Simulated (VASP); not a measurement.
Set up this calculation in VASP 6.6.1, as the native input.

| Property | Result |
| --- | --- |
| Task | single point |
| Functional | PBE |
| Dispersion | D3(BJ) |
| Potentials or basis | VASP PAW PBE potentials, release 64 (Mo_sv, S) |
| Cutoff | 520 eV |
| k mesh | 4 × 4 × 2 |
| Occupations | gaussian, width 0.01 eV |
| Spin | no spin polarisation |
| Dipole correction | no |
| Further INCAR settings | LREAL = Auto; ALGO = Normal; EDIFF = 1e-06; NBANDS = 122 |

The structure of MoS2 lies in POSCAR:

```
MoS2
1.0
    6.3225533080      0.0000000000      0.0000000000
   -3.1612766540      5.4754917815      0.0000000000
    0.0000000000      0.0000000000     12.3842913299
Mo S
8 16
Direct
    0.1666666667      0.3333333333      0.2500000000
    0.3333333333      0.1666666667      0.7500000000
    0.1666666667      0.8333333333      0.2500000000
    0.3333333333      0.6666666667      0.7500000000
    0.6666666667      0.3333333333      0.2500000000
    0.8333333333      0.1666666667      0.7500000000
    0.6666666667      0.8333333333      0.2500000000
    0.8333333333      0.6666666667      0.7500000000
    0.1666666667      0.3333333333      0.6236241623
    0.3333333333      0.1666666667      0.1236241623
    0.1666666667      0.3333333333      0.8763758377
    0.3333333333      0.1666666667      0.3763758377
    0.1666666667      0.8333333333      0.6236241623
    0.3333333333      0.6666666667      0.1236241623
    0.1666666667      0.8333333333      0.8763758377
    0.3333333333      0.6666666667      0.3763758377
    0.6666666667      0.3333333333      0.6236241623
    0.8333333333      0.1666666667      0.1236241623
    0.6666666667      0.3333333333      0.8763758377
    0.8333333333      0.1666666667      0.3763758377
    0.6666666667      0.8333333333      0.6236241623
    0.8333333333      0.6666666667      0.1236241623
    0.6666666667      0.8333333333      0.8763758377
    0.8333333333      0.6666666667      0.3763758377
```

The input as run:

INCAR

```
SYSTEM = MoS2
ALGO = Normal
EDIFF = 1E-6
ENCUT = 520
GGA = PE
ISIF = 2
ISMEAR = 0
IVDW = 12
LASPH = .TRUE.
LCHARG = .FALSE.
LREAL = Auto
LWAVE = .FALSE.
NBANDS = 122
NELM = 100
PREC = Accurate
SIGMA = 0.01
```

KPOINTS

```
k-points
0
G
  4 4 2
  0 0 0
```

Potentials or basis: VASP PAW PBE potentials, release 64 (Mo_sv, S).

Run with:

```console
$ cat potpaw_PBE.64/Mo_sv/POTCAR potpaw_PBE.64/S/POTCAR > POTCAR
$ mpirun -np 1 vasp_std > vasp.out
```

Results of the run:

```yaml
Pressure: -1.4 GPa
Largest_force: 0.012 eV/Å
Band_gap_on_the_k_mesh: 1.03 eV
Dispersion_energy_per_atom: -0.423 eV
```

Wall time 11 min on 1 thread of Intel(R) Xeon(R) Platinum 8259CL CPU @ 2.50GHz (Skylake/Cascade Lake), with other jobs on the host, peak memory 0.62 GiB.
